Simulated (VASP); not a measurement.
# YBe4P (F-43m) in VASP: a series of runs

Runs on YBe4P. Level: PBE. Tasks: single point, relaxation of cell and atoms.

Program: VASP 6.6.1. These are calculated values, not measurements. Logs are shortened: lines on timing, memory, paths and dates and some standing lists are left out, and cuts for length are marked.

### Step 1. The cell of the first run

It takes space group F-43m (No. 216, cubic). Conventional cell: a = 6.786 Å, b = 6.786 Å, c = 6.786 Å, α = 90.00°, β = 90.00°, γ = 90.00°. Within 3.7 Å of Y (site symmetry -43m) lie 12 Be at 2.82 Å and 4 P at 2.94 Å. Be (site symmetry 3m) has 6 Be at 2.38 to 2.42 Å and 3 P at 2.81 Å and 3 Y at 2.82 Å within 3.1 Å. P (site symmetry -43m) has 12 Be at 2.81 Å and 4 Y at 2.94 Å within 3.7 Å.

### Step 2. Single point, PBE

File INCAR:

```
PREC = Accurate
ENCUT = 600
EDIFF = 1E-6
ISMEAR = 0
SIGMA = 0.1
LREAL = False
LASPH = True
NELM = 120
ALGO = Normal
ISIF = 2
LWAVE = False
LCHARG = False
GGA = PE
NBANDS = 21
GGA_COMPAT = False
```

File KPOINTS:

```
regular mesh
0
Gamma
  4 4 4
```

File POSCAR:

```
YBe4P
1.0
    0.0000000000      3.3932239577      3.3932239577
    3.3932239577      0.0000000000      3.3932239577
    3.3932239577      3.3932239577      0.0000000000
Y Be P
1 4 1
Direct
    0.2500000000      0.2500000000      0.2500000000
    0.6260906104      0.1217281688      0.6260906104
    0.6260906104      0.6260906104      0.1217281688
    0.6260906104      0.6260906104      0.6260906104
    0.1217281688      0.6260906104      0.6260906104
    0.0000000000      0.0000000000      0.0000000000
```

Potentials or basis: VASP PAW PBE potentials, release 64 (Y_sv, Be, P).

Run with:

```
> cat potpaw_PBE.64/Y_sv/POTCAR potpaw_PBE.64/Be/POTCAR potpaw_PBE.64/P/POTCAR > POTCAR
> mpirun -np 1 vasp_std > vasp.out
```

OUTCAR:

```text
PREC = Accurate
   ENCUT = 600
   EDIFF = 1E-6
   ISMEAR = 0
   LREAL = False
   LASPH = True
   NELM = 120
   ISIF = 2
   GGA = PE

 ion  position               nearest neighbor table
   1  0.250  0.250  0.250-   3 2.82   2 2.82   5 2.82   4 2.82   4 2.82   4 2.82   2 2.82   5 2.82
                             5 2.82   3 2.82   3 2.82   2 2.82   6 2.94   6 2.94   6 2.94   6 2.94
   2  0.626  0.122  0.626-   3 2.38   4 2.38   5 2.38   1 2.82   1 2.82   1 2.82
   3  0.626  0.626  0.122-   2 2.38   4 2.38   5 2.38   1 2.82   1 2.82   1 2.82
   4  0.626  0.626  0.626-   2 2.38   3 2.38   5 2.38   1 2.82   1 2.82   1 2.82
   5  0.122  0.626  0.626-   2 2.38   3 2.38   4 2.38   1 2.82   1 2.82   1 2.82
   6  0.000  0.000  0.000-   1 2.94   1 2.94   1 2.94   1 2.94

  LATTYP: Found a face centered cubic cell.
 ALAT       =     6.7864479154

  Lattice vectors:

 A1 = (   0.0000000000,   3.3932239577,   3.3932239577)
 A2 = (   3.3932239577,   0.0000000000,   3.3932239577)
 A3 = (   3.3932239577,   3.3932239577,   0.0000000000)

Analysis of symmetry for initial positions (statically):
=====================================================================
 Subroutine PRICEL returns:
 Original cell was already a primitive cell.

 Routine SETGRP: Setting up the symmetry group for a
 face centered cubic supercell.

 Subroutine GETGRP returns: Found 24 space group operations
 (whereof 24 operations were pure point group operations)
 out of a pool of 48 trial point group operations.

The static configuration has the point symmetry T_d .

Analysis of symmetry for dynamics (positions and initial velocities):
=====================================================================
 Subroutine PRICEL returns:
 Original cell was already a primitive cell.

 Routine SETGRP: Setting up the symmetry group for a
 face centered cubic supercell.

 Subroutine GETGRP returns: Found 24 space group operations
 (whereof 24 operations were pure point group operations)
 out of a pool of 48 trial point group operations.

The dynamic configuration has the point symmetry T_d .

 Subroutine INISYM returns: Found 24 space group operations
 (whereof 24 operations are pure point group operations),
 and found     1 'primitive' translations

----------------------------------------------------------------------------------------

                                     Primitive cell

  volume of cell :      78.1389

  direct lattice vectors                    reciprocal lattice vectors
     0.000000000  3.393223958  3.393223958    -0.147352490  0.147352490  0.147352490
     3.393223958  0.000000000  3.393223958     0.147352490 -0.147352490  0.147352490
     3.393223958  3.393223958  0.000000000     0.147352490  0.147352490 -0.147352490

  length of vectors
     4.798743341  4.798743341  4.798743341     0.255222000  0.255222000  0.255222000

  position of ions in fractional coordinates (direct lattice)
     0.250000000  0.250000000  0.250000000
     0.626090610  0.121728169  0.626090610
     0.626090610  0.626090610  0.121728169
     0.626090610  0.626090610  0.626090610
     0.121728169  0.626090610  0.626090610
     0.000000000  0.000000000  0.000000000

  ion indices of the primitive-cell ions
   primitive index   ion index
                 1           1
                 2           2
                 3           3
                 4           4
                 5           5
                 6           6

----------------------------------------------------------------------------------------

 KPOINTS: regular mesh

Automatic generation of k-mesh.
 Grid dimensions read from file:
 generate k-points for:    4    4    4

 Generating k-lattice:

  Cartesian coordinates                     Fractional coordinates (reciprocal lattice)
    -0.036838123  0.036838123  0.036838123     0.250000000  0.000000000  0.000000000
     0.036838123 -0.036838123  0.036838123     0.000000000  0.250000000  0.000000000
     0.036838123  0.036838123 -0.036838123     0.000000000  0.000000000  0.250000000

  Length of vectors
     0.063805500  0.063805500  0.063805500

  Shift w.r.t. Gamma in fractional coordinates (k-lattice)
     0.000000000  0.000000000  0.000000000

 Subroutine IBZKPT returns following result:
 ===========================================

 Found      8 irreducible k-points:

 Following reciprocal coordinates:
            Coordinates               Weight
  0.000000  0.000000  0.000000      1.000000
  0.250000  0.000000  0.000000      8.000000
  0.500000  0.000000  0.000000      4.000000
  0.250000  0.250000  0.000000      6.000000
  0.500000  0.250000  0.000000     24.000000
 -0.250000  0.250000  0.000000     12.000000
  0.500000  0.500000  0.000000      3.000000
 -0.250000  0.500000  0.250000      6.000000
   k-points           NKPTS =      8   k-points in BZ     NKDIM =      8   number of bands    NBANDS=     21
   number of dos      NEDOS =    301   number of ions     NIONS =      6
   total plane-waves  NPLWV =  64000
   dimension x,y,z NGX =    40 NGY =   40 NGZ =   40
   dimension x,y,z NGXF=    80 NGYF=   80 NGZF=   80
   ions per type =               1   4   1
   NGX,Y,Z   is equivalent  to a cutoff of  13.86, 13.86, 13.86 a.u.
   NGXF,Y,Z  is equivalent  to a cutoff of  27.71, 27.71, 27.71 a.u.
 SYSTEM =  unknown system
   PREC   = accura    normal or accurate (medium, high low for compatibility)
   ISTART =      0    job   : 0-new  1-cont  2-samecut
   ICHARG =      2    charge: 1-file 2-atom 10-const
   ISPIN  =      1    spin polarized calculation?
   LNONCOLLINEAR =      F non collinear calculations
   LSORBIT =      F    spin-orbit coupling
   LASPH  =      T    aspherical Exc in radial PAW
   ENCUT  =  600.0 eV  44.10 Ry    6.64 a.u.   9.58  9.58  9.58*2*pi/ulx,y,z
   NELM   =    120;   NELMIN=  2; NELMDL= -5     # of ELM steps
   EDIFF  = 0.1E-05   stopping-criterion for ELM
   LREAL  =      F    real-space projection
   EDIFFG = 0.1E-04   stopping-criterion for IOM
   NSW    =      0    number of steps for IOM
   IBRION =     -1    ionic relax: 0-MD 1-quasi-New 2-CG
   NFREE  =      0    steps in history (QN), initial steepest desc. (CG)
   ISIF   =      2    stress and relaxation
   ISYM   =      2    0-nonsym 1-usesym 2-fastsym
   POTIM  = 0.5000    time-step for ionic-motion
   TEBEG  =    0.0;   TEEND  =   0.0 temperature during run
   PSTRESS=    0.0 pullay stress
   NELECT =      24.0000    total number of electrons
   NUPDOWN=      -1.0000    fix difference up-down
   EMIN   =  10.00;   EMAX   =-10.00  energy-range for DOS
   EFERMI =   0.00;   METHOD = LEGACY
   ISMEAR =     0;   SIGMA  =   0.10  broadening in eV -4-tet -1-fermi 0-gaus
   EFERMI_NEDOS =   21; number of points for ismear=-14 and -15
   IALGO  =     38    algorithm
   IMIX   =      4    mixing-type and parameters
     AMIX     =   0.40;   BMIX     =  1.00
     AMIX_MAG =   1.60;   BMIX_MAG =  1.00
  volume/ion in A,a.u.               =      13.02        87.88
  Fermi-wavevector in a.u.,A,eV,Ry     =   1.104560  2.087316 16.599832  1.220053
  Thomas-Fermi vector in A             =   2.241035
   LORBIT       =      0    0 simple, 1 ext, 2 COOP (PROOUT), +10 PAW based schemes
   GGA     = PE    functional components
   LHFCALC =     F    Hartree Fock is set to
   AEXX    =    0.0000 exact exchange contribution
   IVDW    =     0    specifies the selected vdW correction
   LEPSILON=     F    determine dielectric tensor
   LRPA    =     F    only Hartree local field effects (RPA)
 non-spin polarized calculation
 Gauss-broadening in eV      SIGMA  =   0.10
  energy-cutoff  :      600.00
  volume of cell :       78.14
 maximum number of plane-waves:      2637
 NGX is ok and might be reduce to    40
   NGX = 19   NGY = 19   NGZ = 19

 number of electron      24.0000001 magnetization

 Free energy of the ion-electron system (eV)
  ---------------------------------------------------
  ext. energy  EPLUGINS =         0.00000000
  ---------------------------------------------------
  free energy    TOTEN  =       -25.18321391 eV

  energy without entropy =      -25.16656307  energy(sigma->0) =      -25.17488849

 E-fermi :   5.9489     XC(G=0): -10.4563

 val. band max:        5.5371935332   @ k =  -0.2500   0.5000   0.2500
 cond. band min:       5.9535411750   @ k =   0.2500   0.2500   0.0000
 fundamental gap:      0.4163476418
 Fermi energy:         5.9488608553

 k-point     1 :       0.0000    0.0000    0.0000
  band No.  band energies     occupation
      1     -35.9990      2.00000
      2     -16.1447      2.00000
      3     -16.1447      2.00000
      4     -16.1447      2.00000
      5      -5.8897      2.00000
      6       1.0971      2.00000
[... 13 lines left out ...]
     20      13.2934      0.00000
     21      13.2934      0.00000

 k-point     2 :       0.2500    0.0000    0.0000
  band No.  band energies     occupation
      1     -35.9981      2.00000
      2     -16.1790      2.00000
      3     -16.1499      2.00000
      4     -16.1499      2.00000
      5      -5.5362      2.00000
      6      -0.5225      2.00000
[... 13 lines left out ...]
     20      12.8081      0.00000
     21      12.8081      0.00000

 k-point     3 :       0.5000    0.0000    0.0000
  band No.  band energies     occupation
      1     -35.9973      2.00000
      2     -16.2128      2.00000
      3     -16.1550      2.00000
      4     -16.1550      2.00000
      5      -5.1081      2.00000
      6      -1.3312      2.00000
[... 13 lines left out ...]
     20      12.8668      0.00000
     21      12.8698      0.00000

 k-point     4 :       0.2500    0.2500    0.0000
  band No.  band energies     occupation
      1     -35.9978      2.00000
      2     -16.1798      2.00000
      3     -16.1568      2.00000
      4     -16.1568      2.00000
      5      -5.4168      2.00000
      6      -0.6036      2.00000
[... 13 lines left out ...]
     20      12.2999      0.00000
     21      13.2830      0.00000

 k-point     5 :       0.5000    0.2500    0.0000
  band No.  band energies     occupation
      1     -35.9970      2.00000
      2     -16.2038      2.00000
      3     -16.1716      2.00000
      4     -16.1620      2.00000
      5      -4.9862      2.00000
      6      -1.0168      2.00000
[... 13 lines left out ...]
     20      11.2743      0.00000
     21      12.0054      0.00000

 k-point     6 :      -0.2500    0.2500    0.0000
  band No.  band energies     occupation
      1     -35.9973      2.00000
      2     -16.1952      2.00000
      3     -16.1726      2.00000
      4     -16.1551      2.00000
      5      -5.1318      2.00000
      6      -0.8636      2.00000
[... 13 lines left out ...]
     20      11.8258      0.00000
     21      11.8381      0.00000

 k-point     7 :       0.5000    0.5000    0.0000
  band No.  band energies     occupation
      1     -35.9967      2.00000
      2     -16.2137      2.00000
      3     -16.1689      2.00000
      4     -16.1689      2.00000
      5      -4.8419      2.00000
      6      -1.2062      2.00000
[... 13 lines left out ...]
     20      10.0221      0.00000
     21      11.5030      0.00000

 k-point     8 :      -0.2500    0.5000    0.2500
  band No.  band energies     occupation
      1     -35.9967      2.00000
      2     -16.1994      2.00000
      3     -16.1833      2.00000
      4     -16.1691      2.00000
      5      -4.8386      2.00000
      6      -0.7670      2.00000
[... 13 lines left out ...]
     20      11.6010      0.00000
     21      11.8448      0.00000

------------------------ aborting loop because EDIFF is reached ----------------------------------------

  FORCE on cell =-STRESS in cart. coord.  units (eV):
  Direction    XX          YY          ZZ          XY          YZ          ZX
  --------------------------------------------------------------------------------------
  -------------------------------------------------------------------------------------
  Total       -0.0615256     -0.0615256     -0.0615256      0.0000000     -0.0000000      0.0000000
  in kB       -1.2615328     -1.2615328     -1.2615328      0.0000000     -0.0000000      0.0000000
  external PRESSURE =      -1.2615328 kB  Pullay stress =       0.0000000 kB

 VOLUME and BASIS-vectors are now :
 -----------------------------------------------------------------------------
  energy-cutoff  :      600.00
  volume of cell :       78.14
      direct lattice vectors                 reciprocal lattice vectors
     0.000000000  3.393223958  3.393223958    -0.147352490  0.147352490  0.147352490
     3.393223958  0.000000000  3.393223958     0.147352490 -0.147352490  0.147352490
     3.393223958  3.393223958  0.000000000     0.147352490  0.147352490 -0.147352490

 POSITION                                       TOTAL-FORCE (eV/Angst)
 -----------------------------------------------------------------------------------
      1.69661      1.69661      1.69661        -0.000000     -0.000000     -0.000000
      2.53752      4.24893      2.53752         0.013731     -0.013731      0.013731
      2.53752      2.53752      4.24893         0.013731      0.013731     -0.013731
      4.24893      4.24893      4.24893        -0.013731     -0.013731     -0.013731
      4.24893      2.53752      2.53752        -0.013731      0.013731      0.013731
      0.00000      0.00000      0.00000        -0.000000     -0.000000     -0.000000
 -----------------------------------------------------------------------------------
    total drift:                               -0.000000     -0.000000     -0.000000

  FREE ENERGIE OF THE ION-ELECTRON SYSTEM (eV)
  ---------------------------------------------------
  free  energy   TOTEN  =       -25.1832139113 eV

  energy  without entropy=      -25.1665630654  energy(sigma->0) =      -25.17488849
```

Wall time 23 s (1 thread of Intel Xeon Platinum 8259CL at 2.50GHz (Skylake/Cascade Lake), shared host); peak memory 0.26 GiB.

What came out:

| Item | Value |
| --- | --- |
| Free energy | -25.1832 eV |
| Pressure | -0.1 GPa |
| Largest force | 0.024 eV/Å |
| Band gap on the k mesh | zero (band 12 reaches 6.59 eV, above the bottom of band 13 at 5.95 eV) |

Forces on the atoms (eV/Å):
```
Y    0.000  0.000  0.000
Be   0.014 -0.014  0.014
Be   0.014  0.014 -0.014
Be  -0.014 -0.014 -0.014
Be  -0.014  0.014  0.014
P    0.000  0.000  0.000
```

Caveat: the k points lie up to 0.40 Å⁻¹ apart.

### Step 3. Relaxation of cell and atoms, PBE

This run uses another cell than the first one, of 11.56 Å³/atom, 0.888 times its volume.

File INCAR:

```
ALGO = Normal
EDIFF = 1E-7
EDIFFG = -0.04
ENCUT = 600
GGA = PE
GGA_COMPAT = False
IBRION = 2
ISIF = 3
ISMEAR = 0
LASPH = True
LCHARG = False
LREAL = False
LWAVE = False
NELM = 120
NELMIN = 4
NSW = 90
PREC = Accurate
SIGMA = 0.1
```

File KPOINTS:

```
k-points
0
Gamma
  4 4 4
```

File POSCAR:

```
YBe4P
1.0
    0.0000000000      3.2609454814      3.2609454814
    3.2609454814      0.0000000000      3.2609454814
    3.2609454814      3.2609454814      0.0000000000
Y Be P
1 4 1
Direct
    0.2500000000      0.2500000000      0.2500000000
    0.6257700000      0.1226900000      0.6257700000
    0.6257700000      0.6257700000      0.1226900000
    0.6257700000      0.6257700000      0.6257700000
    0.1226900000      0.6257700000      0.6257700000
    0.0000000000      0.0000000000      0.0000000000
```

Potentials or basis: VASP PAW PBE potentials, release 64 (Y_sv, Be, P).

Run with:

```
> cat potpaw_PBE.64/Y_sv/POTCAR potpaw_PBE.64/Be/POTCAR potpaw_PBE.64/P/POTCAR > POTCAR
> mpirun -np 1 vasp_std > vasp.out
```

It took 43 s on 1 thread of Intel Xeon Platinum 8259CL at 2.50GHz (Skylake/Cascade Lake), shared host; peak memory 0.25 GiB.

It converged, with:

```yaml
Free_energy: -25.1826 eV
Relaxed_volume: 13.05 Å³/atom
Relaxed_cell: a = 4.802 Å, b = 4.802 Å, c = 4.802 Å, α = 60.00°, β = 60.00°, γ = 60.00°
Space_group_after_relaxing_to_0.05_Å: F-43m (No. 216)
Energy_gained_by_relaxing: 49.0 meV/atom
Ionic_steps: 2
Pressure_after_relaxing: -0.3 GPa
Largest_force_after_relaxing: 0.012 eV/Å
Band_gap_on_the_k_mesh: zero (band 12 reaches 6.57 eV, above the bottom of band 13 at 5.93 eV)
```

Forces in eV/Å, atoms in the order of the input:
```
Y    0.000  0.000  0.000
Be   0.007 -0.007  0.007
Be   0.007  0.007 -0.007
Be  -0.007 -0.007 -0.007
Be  -0.007  0.007  0.007
P    0.000  0.000  0.000
```

Step by step:
| step | energy change (eV) | largest force (eV/Å) | pressure (GPa) | volume (Å³) |
| --- | --- | --- | --- | --- |
| 1 | 0.0000 | 0.0265 | 11.87 | 69.35 |
| 2 | -0.2943 | 0.0124 | -0.30 | 78.30 |

Final structure:
```
Y Be P
1.0
     0.00000    3.39561    3.39561
     3.39561    0.00000    3.39561
     3.39561    3.39561    0.00000
Y Be P
1 4 1
Direct
  0.25000 0.25000 0.25000
  0.62588 0.12235 0.62588
  0.62588 0.62588 0.12235
  0.62588 0.62588 0.62588
  0.12235 0.62588 0.62588
  0.00000 0.00000 0.00000
```

Levels at points of the mesh, in eV from the Fermi level:
| k point | band 9 | band 10 | band 11 | band 12 | band 13 | band 14 | band 15 | band 16 |
| --- | --- | --- | --- | --- | --- | --- | --- | --- |
| (0.00, 0.00, 0.00) | -4.38 | -2.73 | -1.40 | -1.40 | 0.26 | 0.26 | 0.26 | 2.04 |
| (0.50, 0.00, 0.00) | -4.02 | -2.17 | -1.34 | -1.34 | 0.13 | 0.13 | 1.39 | 3.96 |
| (0.50, 0.50, 0.00) | -4.45 | -2.91 | 0.61 | 0.64 | 0.64 | 1.46 | 2.24 | 2.86 |

Caveat: the k points lie up to 0.40 Å⁻¹ apart in the final cell.
